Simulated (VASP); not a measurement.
A run of VASP 6.6.1 is set up as follows.

INCAR

```
SYSTEM = Cr
ALGO = Fast
EDIFF = 1E-6
ENCUT = 520
GGA = PS
ISIF = 2
ISMEAR = 1
LASPH = .True.
LCHARG = .True.
LELF = .True.
LREAL = .False.
LVHAR = .True.
LWAVE = .False.
NBANDS = 19
NELM = 100
PREC = Accurate
SIGMA = 0.1
```

KPOINTS

```
k-points
0
Gamma
  18 18 18
  0 0 0
```

File POSCAR:

```
Cr
1.0
    2.8002225657      0.0000000000      0.0000000000
    0.0000000000      2.8002225657      0.0000000000
    0.0000000000      0.0000000000      2.8220299011
Cr
2
Direct
    0.0000000000      0.0000000000      0.0000000000
    0.5000000000      0.5000000000      0.5000000000
```

Potentials or basis: VASP PAW PBE potentials, release 64 (Cr_pv).

Command:

```bash
$ cat potpaw_PBE.64/Cr_pv/POTCAR > POTCAR
$ mpirun -np 1 vasp_std > vasp.out
```

(1) Predict the pressure.

(2) Predict the band gap on the k mesh.

Answers

(1) 1.5 GPa.

(2) zero (band 12 reaches 12.70 eV, above the bottom of band 13 at 11.03 eV).

Caveat: the PAW data sets were made with another functional, which shifts forces and pressure a little; the run has no spin polarisation, though such a crystal can be magnetic.
